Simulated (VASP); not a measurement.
# Ti4HC in VASP: a series of runs

Ti4HC is run at these levels: PBEsol; tasks: single point.

Program: VASP 6.6.1. These are calculated values, not measurements. Logs are shortened: lines on timing, memory, paths and dates and some standing lists are left out, and cuts for length are marked.

## 1. The cell of the first run

The cell holds a slab with vacuum, 6 atoms: a = 2.868 Å, b = 2.868 Å, c = 27.125 Å, α = 90.00°, β = 90.00°, γ = 120.00°.

## 2. Single point, PBEsol

INCAR reads:

```
PREC = Accurate
ENCUT = 520
EDIFF = 1E-6
ISMEAR = 0
SIGMA = 0.1
LREAL = F
LASPH = T
NELM = 60
ALGO = Normal
ISIF = 2
LWAVE = F
LCHARG = F
LDIPOL = T
IDIPOL = 3
DIPOL = 0.5 0.5 0.517
GGA = PS
NBANDS = 36
```

KPOINTS reads:

```
regular mesh
0
Gamma
  12 12 1
```

POSCAR reads:

```
Ti4HC
1.0
    2.8679135959      0.0000000000      0.0000000000
   -1.4339567980      2.4836860299      0.0000000000
    0.0000000000      0.0000000000     27.1249249364
Ti C H
4 1 1
Direct
    0.6666666667      0.3333333333      0.3133649225
    0.3333333333      0.6666666667      0.3996929640
    0.0000000000      0.0000000000      0.4865724249
    0.6666666667      0.3333333333      0.5739501062
    0.6666666667      0.3333333333      0.6451867352
    0.6666666667      0.3333333333      0.6859534560
```

Potentials or basis: VASP PAW PBE potentials, release 64 (Ti_sv, C, H).

Started as:

```sh
$ cat potpaw_PBE.64/Ti_sv/POTCAR potpaw_PBE.64/C/POTCAR potpaw_PBE.64/H/POTCAR > POTCAR
$ mpirun -np 1 vasp_std > vasp.out
```

OUTCAR:

```text
PREC = Accurate
   ENCUT = 520
   EDIFF = 1E-6
   ISMEAR = 0
   LREAL = F
   LASPH = T
   NELM = 60
   ISIF = 2
   GGA = PS

 ion  position               nearest neighbor table
   1  0.667  0.333  0.313-   2 2.87   2 2.87   2 2.87
   2  0.333  0.667  0.400-   1 2.87   1 2.87   1 2.87   3 2.88   3 2.88   3 2.88
   3  0.000  0.000  0.487-   2 2.88   2 2.88   2 2.88   4 2.89   4 2.89   4 2.89
   4  0.667  0.333  0.574-   5 1.93   3 2.89   3 2.89   3 2.89
   5  0.667  0.333  0.645-   6 1.11   4 1.93
   6  0.667  0.333  0.686-   5 1.11

  LATTYP: Found a hexagonal cell.
 ALAT       =     2.8679135959
 C/A-ratio  =     9.4580690908

  Lattice vectors:

 A1 = (   2.8679135959,   0.0000000000,   0.0000000000)
 A2 = (  -1.4339567980,   2.4836860299,   0.0000000000)
 A3 = (   0.0000000000,   0.0000000000,  27.1249249364)

Analysis of symmetry for initial positions (statically):
=====================================================================
 Subroutine PRICEL returns:
 Original cell was already a primitive cell.

 Routine SETGRP: Setting up the symmetry group for a
 hexagonal supercell.

 Subroutine GETGRP returns: Found  6 space group operations
 (whereof  6 operations were pure point group operations)
 out of a pool of 24 trial point group operations.

The static configuration has the point symmetry C_3v.

Analysis of symmetry for dynamics (positions and initial velocities):
=====================================================================
 Subroutine PRICEL returns:
 Original cell was already a primitive cell.

 Routine SETGRP: Setting up the symmetry group for a
 hexagonal supercell.

 Subroutine GETGRP returns: Found  6 space group operations
 (whereof  6 operations were pure point group operations)
 out of a pool of 24 trial point group operations.

The dynamic configuration has the point symmetry C_3v.

 Subroutine INISYM returns: Found  6 space group operations
 (whereof  6 operations are pure point group operations),
 and found     1 'primitive' translations

----------------------------------------------------------------------------------------

                                     Primitive cell

  volume of cell :     193.2108

  direct lattice vectors                    reciprocal lattice vectors
     2.867913596  0.000000000  0.000000000     0.348685540  0.201313690  0.000000000
    -1.433956798  2.483686030  0.000000000     0.000000000  0.402627380  0.000000000
     0.000000000  0.000000000 27.124924936     0.000000000  0.000000000  0.036866461
[... 97 lines left out ...]
   NELECT =      53.0000    total number of electrons
   NUPDOWN=      -1.0000    fix difference up-down
   EMIN   =  10.00;   EMAX   =-10.00  energy-range for DOS
   EFERMI =   0.00;   METHOD = LEGACY
   ISMEAR =     0;   SIGMA  =   0.10  broadening in eV -4-tet -1-fermi 0-gaus
   EFERMI_NEDOS =   21; number of points for ismear=-14 and -15
   IALGO  =     38    algorithm
   IMIX   =      4    mixing-type and parameters
     AMIX     =   0.40;   BMIX     =  1.00
     AMIX_MAG =   1.60;   BMIX_MAG =  1.00
  volume/ion in A,a.u.               =      32.20       217.31
  Fermi-wavevector in a.u.,A,eV,Ry     =   1.063709  2.010119 15.394690  1.131478
  Thomas-Fermi vector in A             =   2.199203
   LORBIT       =      0    0 simple, 1 ext, 2 COOP (PROOUT), +10 PAW based schemes
   GGA     = PS    functional components
   LHFCALC =     F    Hartree Fock is set to
   AEXX    =    0.0000 exact exchange contribution
   IVDW    =     0    specifies the selected vdW correction
   LEPSILON=     F    determine dielectric tensor
   LRPA    =     F    only Hartree local field effects (RPA)
 non-spin polarized calculation
 Gauss-broadening in eV      SIGMA  =   0.10
  energy-cutoff  :      520.00
  volume of cell :      193.21
 maximum number of plane-waves:      5273
 NGX is ok and might be reduce to    24
   NGX = 11   NGY = 11   NGZ =101

 dipolmoment           0.000000      0.000000      1.118657 electrons x Angstroem

 number of electron      53.0000007 magnetization

 dipolmoment           0.000000      0.000000     -0.054150 electrons x Angstroem

 Free energy of the ion-electron system (eV)
  ---------------------------------------------------
  ext. energy  EPLUGINS =         0.00000000
  ---------------------------------------------------
  free energy    TOTEN  =       -42.10068322 eV

  energy without entropy =      -42.07116334  energy(sigma->0) =      -42.08592328

 E-fermi :   0.9145     XC(G=0):  -5.5241

 val. band max:        0.8869050872   @ k =   0.3333   0.3333   0.0000
 cond. band min:       0.9218058255   @ k =   0.3333   0.2500   0.0000
 fundamental gap:      0.0349007383
 Fermi energy:         0.9145061717

 k-point     1 :       0.0000    0.0000    0.0000
  band No.  band energies     occupation
      1     -55.7004      2.00000
      2     -55.4941      2.00000
      3     -55.4484      2.00000
      4     -55.3946      2.00000
      5     -32.2091      2.00000
      6     -32.0213      2.00000
[... 730 lines left out ...]
     35       3.0252      0.00000
     36       3.4726      0.00000

------------------------ aborting loop because EDIFF is reached ----------------------------------------

 vacuum level on the upper side and lower side of the slab       (xc-potential included)        -0.739         0.600

  FORCE on cell =-STRESS in cart. coord.  units (eV):
  Direction    XX          YY          ZZ          XY          YZ          ZX
  --------------------------------------------------------------------------------------
  -------------------------------------------------------------------------------------
  Total       -2.0605136     -2.0605136     -1.3512164      0.0000000      0.0000000     -0.0000000
  in kB      -17.0865652    -17.0865652    -11.2048017      0.0000000      0.0000000     -0.0000000
  external PRESSURE =     -15.1259774 kB  Pullay stress =       0.0000000 kB

 VOLUME and BASIS-vectors are now :
 -----------------------------------------------------------------------------
  energy-cutoff  :      520.00
  volume of cell :      193.21
      direct lattice vectors                 reciprocal lattice vectors
     2.867913596  0.000000000  0.000000000     0.348685540  0.201313690  0.000000000
    -1.433956798  2.483686030  0.000000000     0.000000000  0.402627380  0.000000000
     0.000000000  0.000000000 27.124924936     0.000000000  0.000000000  0.036866461

 POSITION                                       TOTAL-FORCE (eV/Angst)
 -----------------------------------------------------------------------------------
      1.43396      0.82790      8.50000        -0.000000     -0.000000      0.497635
     -0.00000      1.65579     10.84164         0.000000      0.000000     -0.476824
      0.00000      0.00000     13.19824        -0.000000      0.000000      0.014614
      1.43396      0.82790     15.56835        -0.000000      0.000000     -0.020080
      1.43396      0.82790     17.50064        -0.000000      0.000000     -0.030482
      1.43396      0.82790     18.60644        -0.000000      0.000000      0.015137
 -----------------------------------------------------------------------------------
    total drift:                               -0.000000      0.000000      0.000047

  FREE ENERGIE OF THE ION-ELECTRON SYSTEM (eV)
  ---------------------------------------------------
  free  energy   TOTEN  =       -42.1006832238 eV

  energy  without entropy=      -42.0711633444  energy(sigma->0) =      -42.08592328

 vacuum level on the upper side and lower side of the slab         4.119         5.493
```

OSZICAR:

```text
N       E                     dE             d eps       ncg     rms          rms(c)
DAV:   1     0.639911289693E+03    0.63991E+03   -0.28028E+04  1536   0.147E+03
DAV:   2     0.402016301401E+02   -0.59971E+03   -0.58656E+03  1468   0.474E+02
DAV:   3    -0.353609571826E+02   -0.75563E+02   -0.73728E+02  2332   0.149E+02
[... 26 lines left out ...]
DAV:  30    -0.421006730723E+02   -0.12004E-04   -0.13736E-06  1020   0.645E-03    0.216E-03
DAV:  31    -0.421006786833E+02   -0.56110E-05   -0.78904E-07   976   0.437E-03    0.113E-03
DAV:  32    -0.421006808685E+02   -0.21851E-05   -0.24329E-07   828   0.282E-03    0.108E-03
DAV:  33    -0.421006827190E+02   -0.18505E-05   -0.24872E-07   860   0.282E-03    0.300E-04
DAV:  34    -0.421006832238E+02   -0.50482E-06   -0.76621E-08   780   0.149E-03
   1 F= -.42100683E+02 E0= -.42085923E+02  d E =-.295199E-01
```

Wall time 6.1 min (1 thread of AMD EPYC 9R45 (Zen 5), shared host); peak memory 0.36 GiB.

Results:

```yaml
Free_energy: -42.1007 eV
Largest_force: 0.498 eV/Å
Band_gap_on_the_k_mesh: zero (an odd number of electrons rules out a gap without spin polarisation)
```

Forces on the atoms (eV/Å):
```
Ti   0.000  0.000  0.498
Ti   0.000  0.000 -0.477
Ti   0.000  0.000  0.015
Ti   0.000  0.000 -0.020
C    0.000  0.000 -0.030
H    0.000  0.000  0.015
```

Caveat: the PAW data sets were made with another functional, which shifts forces and pressure a little.

## 3. Single point, PBEsol

INCAR reads:

```
SYSTEM = Ti4HC
PREC     = Accurate       ! precision mode
ENCUT    = 520            ! plane-wave cutoff, eV
EDIFF    = 1E-7           ! SCF threshold, eV
ISMEAR   = 0              ! smearing method
SIGMA    = 0.1            ! smearing width, eV
LREAL    = .FALSE.        ! projectors in reciprocal space
LASPH    = .TRUE.         ! aspherical terms in the spheres
NELM     = 60             ! most SCF steps
ALGO     = Normal         ! electronic algorithm
ISIF     = 2              ! what is computed and relaxed
LWAVE    = .FALSE.        ! write WAVECAR
LCHARG   = .FALSE.        ! write CHGCAR
LDIPOL   = .TRUE.       
IDIPOL   = 3            
DIPOL    = 0.5 0.5 0.508
GGA      = PS             ! functional
NBANDS   = 36             ! bands
```

KPOINTS reads:

```
Automatic mesh
0
G
  12 12 1
  0 0 0
```

POSCAR reads:

```
Ti4HC
1.0
    2.8679135959      0.0000000000      0.0000000000
   -1.4339567980      2.4836860299      0.0000000000
    0.0000000000      0.0000000000     27.1249249364
Ti C H
4 1 1
Direct
    0.6666666667      0.3333333333      0.3133649225
    0.3333333333      0.6666666667      0.3996929640
    0.0000000000      0.0000000000      0.4839153865
    0.6666666667      0.3333333333      0.5790828570
    0.3333333333      0.6666666667      0.6162384350
    0.3333333333      0.6666666667      0.6569291416
```

Potentials or basis: VASP PAW PBE potentials, release 64 (Ti_sv, C, H).

Started as:

```sh
$ cat potpaw_PBE.64/Ti_sv/POTCAR potpaw_PBE.64/C/POTCAR potpaw_PBE.64/H/POTCAR > POTCAR
$ mpirun -np 1 vasp_std > vasp.out
```

OUTCAR:

```text
SYSTEM = Ti4HC
   PREC = Accurate
   ENCUT = 520
   EDIFF = 1E-7
   ISMEAR = 0
   LREAL = .FALSE.
   LASPH = .TRUE.
   NELM = 60
   ISIF = 2
   GGA = PS

 ion  position               nearest neighbor table
   1  0.667  0.333  0.313-   2 2.87   2 2.87   2 2.87
   2  0.333  0.667  0.400-   3 2.82   3 2.82   3 2.82   1 2.87   1 2.87   1 2.87
   3  0.000  0.000  0.484-   2 2.82   2 2.82   2 2.82
   4  0.667  0.333  0.579-   5 1.94   5 1.94   5 1.94
   5  0.333  0.667  0.616-   6 1.10   4 1.94   4 1.94   4 1.94
   6  0.333  0.667  0.657-   5 1.10

  LATTYP: Found a hexagonal cell.
 ALAT       =     2.8679135959
 C/A-ratio  =     9.4580690908

  Lattice vectors:

 A1 = (   2.8679135959,   0.0000000000,   0.0000000000)
 A2 = (  -1.4339567980,   2.4836860299,   0.0000000000)
 A3 = (   0.0000000000,   0.0000000000,  27.1249249364)

Analysis of symmetry for initial positions (statically):
=====================================================================
 Subroutine PRICEL returns:
 Original cell was already a primitive cell.

 Routine SETGRP: Setting up the symmetry group for a
 hexagonal supercell.

 Subroutine GETGRP returns: Found  6 space group operations
 (whereof  6 operations were pure point group operations)
 out of a pool of 24 trial point group operations.

The static configuration has the point symmetry C_3v.

Analysis of symmetry for dynamics (positions and initial velocities):
=====================================================================
 Subroutine PRICEL returns:
 Original cell was already a primitive cell.

 Routine SETGRP: Setting up the symmetry group for a
 hexagonal supercell.

 Subroutine GETGRP returns: Found  6 space group operations
 (whereof  6 operations were pure point group operations)
 out of a pool of 24 trial point group operations.

The dynamic configuration has the point symmetry C_3v.

 Subroutine INISYM returns: Found  6 space group operations
 (whereof  6 operations are pure point group operations),
[... 126 lines left out ...]
   IVDW    =     0    specifies the selected vdW correction
   LEPSILON=     F    determine dielectric tensor
   LRPA    =     F    only Hartree local field effects (RPA)
 non-spin polarized calculation
 Gauss-broadening in eV      SIGMA  =   0.10
  energy-cutoff  :      520.00
  volume of cell :      193.21
 maximum number of plane-waves:      5273
 NGX is ok and might be reduce to    24
   NGX = 11   NGY = 11   NGZ =101

 dipolmoment           0.000000      0.000000      1.092028 electrons x Angstroem

 number of electron      53.0000007 magnetization

 dipolmoment           0.000000      0.000000     -0.051150 electrons x Angstroem

 Free energy of the ion-electron system (eV)
  ---------------------------------------------------
  ext. energy  EPLUGINS =         0.00000000
  ---------------------------------------------------
  free energy    TOTEN  =       -43.94799449 eV

  energy without entropy =      -43.91385019  energy(sigma->0) =      -43.93092234

 E-fermi :   0.8130     XC(G=0):  -5.2928

 val. band max:        0.7981960539   @ k =   0.3333   0.1667   0.0000
 cond. band min:       0.8157959878   @ k =   0.2500   0.0000   0.0000
 fundamental gap:      0.0175999339
 Fermi energy:         0.8130217955

 k-point     1 :       0.0000    0.0000    0.0000
  band No.  band energies     occupation
      1     -55.7678      2.00000
      2     -55.5708      2.00000
      3     -55.4678      2.00000
      4     -55.0826      2.00000
      5     -32.2638      2.00000
      6     -32.0329      2.00000
[... 730 lines left out ...]
     35       3.5953      0.00000
     36       3.9110      0.00000

------------------------ aborting loop because EDIFF is reached ----------------------------------------

 vacuum level on the upper side and lower side of the slab       (xc-potential included)        -0.747         0.528

  FORCE on cell =-STRESS in cart. coord.  units (eV):
  Direction    XX          YY          ZZ          XY          YZ          ZX
  --------------------------------------------------------------------------------------
  -------------------------------------------------------------------------------------
  Total        5.3296340      5.3296340     -1.0903838     -0.0000000     -0.0000000      0.0000000
  in kB       44.1953587     44.1953587     -9.0418783     -0.0000000     -0.0000000      0.0000000
  external PRESSURE =      26.4496130 kB  Pullay stress =       0.0000000 kB

 VOLUME and BASIS-vectors are now :
 -----------------------------------------------------------------------------
  energy-cutoff  :      520.00
  volume of cell :      193.21
      direct lattice vectors                 reciprocal lattice vectors
     2.867913596  0.000000000  0.000000000     0.348685540  0.201313690  0.000000000
    -1.433956798  2.483686030  0.000000000     0.000000000  0.402627380  0.000000000
     0.000000000  0.000000000 27.124924936     0.000000000  0.000000000  0.036866461

 POSITION                                       TOTAL-FORCE (eV/Angst)
 -----------------------------------------------------------------------------------
      1.43396      0.82790      8.50000         0.000000     -0.000000      0.413850
     -0.00000      1.65579     10.84164        -0.000000     -0.000000     -0.390671
      0.00000      0.00000     13.12617         0.000000     -0.000000      0.005149
      1.43396      0.82790     15.70758        -0.000000      0.000000     -0.046662
     -0.00000      1.65579     16.71542         0.000000      0.000000     -0.007667
     -0.00000      1.65579     17.81915         0.000000     -0.000000      0.026000
 -----------------------------------------------------------------------------------
    total drift:                               -0.000000      0.000001     -0.000055

  FREE ENERGIE OF THE ION-ELECTRON SYSTEM (eV)
  ---------------------------------------------------
  free  energy   TOTEN  =       -43.9479944890 eV

  energy  without entropy=      -43.9138501915  energy(sigma->0) =      -43.93092234

 vacuum level on the upper side and lower side of the slab         4.099         5.400
```

OSZICAR:

```text
N       E                     dE             d eps       ncg     rms          rms(c)
DAV:   1     0.653503517199E+03    0.65350E+03   -0.28181E+04  1536   0.147E+03
DAV:   2     0.408170061401E+02   -0.61269E+03   -0.59896E+03  1456   0.475E+02
DAV:   3    -0.404604371035E+02   -0.81277E+02   -0.79355E+02  2316   0.153E+02
[... 29 lines left out ...]
DAV:  33    -0.439479933327E+02   -0.11179E-05   -0.29871E-07  1372   0.223E-03    0.895E-04
DAV:  34    -0.439479937024E+02   -0.36969E-06   -0.81702E-08  1008   0.175E-03    0.344E-04
DAV:  35    -0.439479941966E+02   -0.49427E-06   -0.28269E-08   984   0.893E-04    0.304E-04
DAV:  36    -0.439479943308E+02   -0.13419E-06   -0.43016E-08  1000   0.119E-03    0.349E-04
DAV:  37    -0.439479944426E+02   -0.11173E-06   -0.14157E-08   920   0.911E-04    0.128E-04
DAV:  38    -0.439479944890E+02   -0.46476E-07   -0.81015E-09   912   0.368E-04
   1 F= -.43947994E+02 E0= -.43930922E+02  d E =-.341443E-01
```

stdout:

```text
POSCAR found type information on POSCAR TiC H
 POSCAR found :  3 types and       6 ions
 scaLAPACK will be used
 -----------------------------------------------------------------------------
|                                                                             |
|                                                                             |
|     You enforced a specific xc type in the INCAR file but a different       |
|     I HOPE YOU KNOW WHAT YOU ARE DOING!                                     |
|                                                                             |
 -----------------------------------------------------------------------------

 LDA part: xc-table for (Slater+PW92), standard interpolation
 POSCAR, INCAR and KPOINTS ok, starting setup
 FFT: planning ... GRIDC
 FFT: planning ... GRID_SOFT
 FFT: planning ... GRID
 WAVECAR not read
 entering main loop
```

It took 7.8 min on 1 thread of AMD EPYC 9R45 (Zen 5), shared host; peak memory 0.35 GiB.

What came out:

| Quantity | Value |
| --- | --- |
| Free energy | -43.9480 eV |
| Largest force | 0.414 eV/Å |
| Band gap on the k mesh | zero (an odd number of electrons rules out a gap without spin polarisation) |

Forces in eV/Å, atoms in the order of the input:
```
Ti   0.000  0.000  0.414
Ti   0.000  0.000 -0.391
Ti   0.000  0.000  0.005
Ti   0.000  0.000 -0.047
C    0.000  0.000 -0.008
H    0.000  0.000  0.026
```

Caveat: the PAW data sets were made with another functional, which shifts forces and pressure a little.
